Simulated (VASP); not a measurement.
# Cd3Cl3O in VASP: further runs

The runs below take Cd3Cl3O through single point, with PBE.

All numbers are computed with VASP 6.6.1; they aren't measurements. Logs are shortened: lines on timing, memory, paths and dates and some standing lists are left out, and cuts for length are marked.

**1. The cell of the first run**

It takes space group R3m (No. 160, trigonal). Conventional cell: a = 7.820 Å, b = 7.820 Å, c = 9.352 Å, α = 90.00°, β = 90.00°, γ = 120.00°. Within 3.0 Å of Cd (site symmetry m) lie 1 O at 2.19 Å and 4 Cl at 2.67 to 2.90 Å. Cl (site symmetry m) has 4 Cd at 2.67 to 2.90 Å within 3.5 Å. Within 2.9 Å of O (site symmetry 3m) lie 3 Cd at 2.19 Å.

**2. Single point, PBE**

The input, INCAR:

```
SYSTEM = Cd3Cl3O
ALGO     = Normal         ! electronic algorithm
EDIFF    = 1E-6           ! SCF threshold, eV
ENCUT    = 520            ! plane-wave cutoff, eV
GGA      = PE             ! functional
ISIF     = 2              ! what is computed and relaxed
ISMEAR   = 0              ! smearing method
LASPH    = .True.         ! aspherical terms in the spheres
LCHARG   = .True.         ! write CHGCAR
LELF     = .True.         ! ELF
LREAL    = .False.        ! projectors in reciprocal space
LVHAR    = .True.       
LWAVE    = .False.        ! write WAVECAR
NBANDS   = 40             ! bands
NELM     = 100            ! most SCF steps
PREC     = Accurate       ! precision mode
SIGMA    = 0.1            ! smearing width, eV
```

The input, KPOINTS:

```
k-points
0
Gamma
  3 3 3
  0 0 0
```

The input, POSCAR:

```
Cd3Cl3O
1.0
    3.9102103844      2.2575610180      3.1171858600
   -3.9102103844      2.2575610180      3.1171858600
    0.0000000000     -4.5151220360      3.1171858600
Cd Cl O
3 3 1
Direct
    0.5082703832      0.0699757562      0.5082703832
    0.5082703832      0.5082703832      0.0699757562
    0.0699757562      0.5082703832      0.5082703832
    0.9851847498      0.9851847498      0.4821523489
    0.4821523489      0.9851847498      0.9851847498
    0.9851847498      0.4821523489      0.9851847498
    0.4624469967      0.4624469967      0.4624469967
```

Potentials or basis: VASP PAW PBE potentials, release 64 (Cd, Cl, O).

The run is started by

```bash
$ cat potpaw_PBE.64/Cd/POTCAR potpaw_PBE.64/Cl/POTCAR potpaw_PBE.64/O/POTCAR > POTCAR
$ mpirun -np 1 vasp_std > vasp.out
```

OUTCAR:

```text
SYSTEM = Cd3Cl3O
   EDIFF = 1E-6
   ENCUT = 520
   GGA = PE
   ISIF = 2
   ISMEAR = 0
   LASPH = .True.
   LREAL = .False.
   NELM = 100
   PREC = Accurate

 ion  position               nearest neighbor table
   1  0.508  0.070  0.508-   7 2.19   5 2.67   4 2.67   5 2.90   4 2.90   2 3.43   3 3.43
   2  0.508  0.508  0.070-   7 2.19   6 2.67   5 2.67   5 2.90   6 2.90   3 3.43   1 3.43
   3  0.070  0.508  0.508-   7 2.19   6 2.67   4 2.67   6 2.90   4 2.90   2 3.43   1 3.43
   4  0.985  0.985  0.482-   1 2.67   3 2.67   1 2.90   3 2.90
   5  0.482  0.985  0.985-   1 2.67   2 2.67   1 2.90   2 2.90
   6  0.985  0.482  0.985-   3 2.67   2 2.67   3 2.90   2 2.90
   7  0.462  0.462  0.462-   2 2.19   1 2.19   3 2.19

  LATTYP: Found a trigonal (rhomboedric) cell.
 ALAT       =     5.4866360082
 COS(alpha) =    -0.0158227768

  Lattice vectors:

 A1 = (   3.9102103844,   2.2575610180,   3.1171858600)
 A2 = (  -3.9102103844,   2.2575610180,   3.1171858600)
 A3 = (   0.0000000000,  -4.5151220360,   3.1171858600)

Analysis of symmetry for initial positions (statically):
=====================================================================
 Subroutine PRICEL returns:
 Original cell was already a primitive cell.

 Routine SETGRP: Setting up the symmetry group for a
 trigonal (rhombohedral) supercell.

 Subroutine GETGRP returns: Found  6 space group operations
 (whereof  6 operations were pure point group operations)
 out of a pool of 12 trial point group operations.

The static configuration has the point symmetry C_3v.

Analysis of symmetry for dynamics (positions and initial velocities):
=====================================================================
 Subroutine PRICEL returns:
 Original cell was already a primitive cell.

 Routine SETGRP: Setting up the symmetry group for a
 trigonal (rhombohedral) supercell.

 Subroutine GETGRP returns: Found  6 space group operations
 (whereof  6 operations were pure point group operations)
 out of a pool of 12 trial point group operations.

The dynamic configuration has the point symmetry C_3v.

 Subroutine INISYM returns: Found  6 space group operations
 (whereof  6 operations are pure point group operations),
 and found     1 'primitive' translations

----------------------------------------------------------------------------------------

                                     Primitive cell

  volume of cell :     165.1025

[... 82 lines left out ...]
   NSW    =      0    number of steps for IOM
   IBRION =     -1    ionic relax: 0-MD 1-quasi-New 2-CG
   NFREE  =      0    steps in history (QN), initial steepest desc. (CG)
   ISIF   =      2    stress and relaxation
   ISYM   =      2    0-nonsym 1-usesym 2-fastsym
   POTIM  = 0.5000    time-step for ionic-motion
   TEBEG  =    0.0;   TEEND  =   0.0 temperature during run
   PSTRESS=    0.0 pullay stress
   NELECT =      63.0000    total number of electrons
   NUPDOWN=      -1.0000    fix difference up-down
   EMIN   =  10.00;   EMAX   =-10.00  energy-range for DOS
   EFERMI =   0.00;   METHOD = LEGACY
   ISMEAR =     0;   SIGMA  =   0.10  broadening in eV -4-tet -1-fermi 0-gaus
   EFERMI_NEDOS =   21; number of points for ismear=-14 and -15
   IALGO  =     38    algorithm
   IMIX   =      4    mixing-type and parameters
     AMIX     =   0.40;   BMIX     =  1.00
     AMIX_MAG =   1.60;   BMIX_MAG =  1.00
  volume/ion in A,a.u.               =      23.59       159.17
  Fermi-wavevector in a.u.,A,eV,Ry     =   1.187419  2.243896 19.183708  1.409963
  Thomas-Fermi vector in A             =   2.323570
   LORBIT       =      0    0 simple, 1 ext, 2 COOP (PROOUT), +10 PAW based schemes
   GGA     = PE    functional components
   LHFCALC =     F    Hartree Fock is set to
   AEXX    =    0.0000 exact exchange contribution
   IVDW    =     0    specifies the selected vdW correction
   LEPSILON=     F    determine dielectric tensor
   LRPA    =     F    only Hartree local field effects (RPA)
 non-spin polarized calculation
 Gauss-broadening in eV      SIGMA  =   0.10
  energy-cutoff  :      520.00
  volume of cell :      165.10
 maximum number of plane-waves:      4455
 NGX is ok and might be reduce to    42
   NGX = 21   NGY = 21   NGZ = 21

 number of electron      63.0000000 magnetization

 Free energy of the ion-electron system (eV)
  ---------------------------------------------------
  ext. energy  EPLUGINS =         0.00000000
  ---------------------------------------------------
  free energy    TOTEN  =       -17.99180387 eV

  energy without entropy =      -17.96640185  energy(sigma->0) =      -17.97910286

 E-fermi :   2.6691     XC(G=0):  -9.0581

 val. band max:        2.0325661878   @ k =   0.0000   0.0000   0.0000
 cond. band min:       2.6700438812   @ k =   0.3333   0.0000   0.0000
 fundamental gap:      0.6374776934
 Fermi energy:         2.6690649084

 k-point     1 :       0.0000    0.0000    0.0000
  band No.  band energies     occupation
      1     -15.7304      2.00000
      2     -14.1841      2.00000
      3     -13.8523      2.00000
      4     -13.8523      2.00000
      5      -6.7975      2.00000
      6      -6.7975      2.00000
[... 247 lines left out ...]
     39       7.7948      0.00000
     40       8.1288      0.00000

------------------------ aborting loop because EDIFF is reached ----------------------------------------

  FORCE on cell =-STRESS in cart. coord.  units (eV):
  Direction    XX          YY          ZZ          XY          YZ          ZX
  --------------------------------------------------------------------------------------
  -------------------------------------------------------------------------------------
  Total        0.6626617      0.6626617      0.4828418     -0.0000000      0.0000000      0.0000000
  in kB        6.4305611      6.4305611      4.6855636     -0.0000000      0.0000000      0.0000000
  external PRESSURE =       5.8488953 kB  Pullay stress =       0.0000000 kB

 VOLUME and BASIS-vectors are now :
 -----------------------------------------------------------------------------
  energy-cutoff  :      520.00
  volume of cell :      165.10
      direct lattice vectors                 reciprocal lattice vectors
     3.910210384  2.257561018  3.117185860     0.127870358  0.073825985  0.106934058
    -3.910210384  2.257561018  3.117185860    -0.127870358  0.073825985  0.106934058
     0.000000000 -4.515122036  3.117185860     0.000000000 -0.147651971  0.106934058

 POSITION                                       TOTAL-FORCE (eV/Angst)
 -----------------------------------------------------------------------------------
      1.71382     -0.98948      3.38687         0.119937     -0.069246     -0.059590
      0.00000      1.97895      3.38687        -0.000000      0.138491     -0.059590
     -1.71382     -0.98948      3.38687        -0.119937     -0.069246     -0.059590
      0.00000      2.27125      7.64497        -0.000000      0.017597      0.006577
     -1.96696     -1.13563      7.64497        -0.015240     -0.008799      0.006577
      1.96696     -1.13563      7.64497         0.015240     -0.008799      0.006577
      0.00000      0.00000      4.32460        -0.000000      0.000000      0.159039
 -----------------------------------------------------------------------------------
    total drift:                               -0.000000      0.000004      0.002102

  FREE ENERGIE OF THE ION-ELECTRON SYSTEM (eV)
  ---------------------------------------------------
  free  energy   TOTEN  =       -17.9918038698 eV

  energy  without entropy=      -17.9664018453  energy(sigma->0) =      -17.97910286
```

OSZICAR:

```text
N       E                     dE             d eps       ncg     rms          rms(c)
DAV:   1     0.495064799295E+03    0.49506E+03   -0.31182E+04   480   0.145E+03
DAV:   2     0.159499293436E+02   -0.47911E+03   -0.45675E+03   552   0.362E+02
DAV:   3    -0.212109614275E+02   -0.37161E+02   -0.36796E+02   568   0.100E+02
DAV:   4    -0.217459604411E+02   -0.53500E+00   -0.53434E+00   544   0.123E+01
DAV:   5    -0.217553672556E+02   -0.94068E-02   -0.94049E-02   592   0.156E+00    0.154E+01
DAV:   6    -0.182856734894E+02    0.34697E+01   -0.11377E+01   640   0.324E+01    0.109E+01
DAV:   7    -0.180828563061E+02    0.20282E+00   -0.31631E+00   560   0.911E+00    0.664E+00
DAV:   8    -0.179910658032E+02    0.91791E-01   -0.35518E-01   536   0.334E+00    0.160E+00
DAV:   9    -0.179910288753E+02    0.36928E-04   -0.32405E-02   568   0.120E+00    0.298E-01
DAV:  10    -0.179912861865E+02   -0.25731E-03   -0.27520E-03   560   0.268E-01    0.127E-01
DAV:  11    -0.179917093861E+02   -0.42320E-03   -0.70529E-04   552   0.164E-01    0.497E-02
DAV:  12    -0.179917993136E+02   -0.89927E-04   -0.16642E-04   536   0.941E-02    0.199E-02
DAV:  13    -0.179918020953E+02   -0.27817E-05   -0.18230E-05   568   0.273E-02    0.762E-03
DAV:  14    -0.179918036430E+02   -0.15478E-05   -0.63290E-06   464   0.131E-02    0.225E-03
DAV:  15    -0.179918038698E+02   -0.22676E-06   -0.49922E-07   376   0.400E-03
   1 F= -.17991804E+02 E0= -.17979103E+02  d E =-.254020E-01
```

It took 22 s on 1 thread of Intel Xeon 6975P-C (Granite Rapids), shared host; peak memory 0.26 GiB.

What came out:

| Property | Result |
| --- | --- |
| Free energy | -17.9918 eV |
| Pressure | 0.6 GPa |
| Largest force | 0.159 eV/Å |
| Band gap on the k mesh | zero (an odd number of electrons rules out a gap without spin polarisation) |

Forces on the atoms (eV/Å):
```
Cd   0.120 -0.069 -0.060
Cd   0.000  0.138 -0.060
Cd  -0.120 -0.069 -0.060
Cl   0.000  0.018  0.007
Cl  -0.015 -0.009  0.007
Cl   0.015 -0.009  0.007
O    0.000  0.000  0.159
```

Stress tensor (GPa, compression positive):
```
0.64 0.00 0.00
0.00 0.64 0.00
0.00 0.00 0.47
```

Caveat: the k points lie up to 0.38 Å⁻¹ apart, too coarse for converged energies and pressures of a metal; an odd number of electrons without spin polarisation forces a metal; a magnetic or distorted state may lie lower.

[end of part 1 of 3]
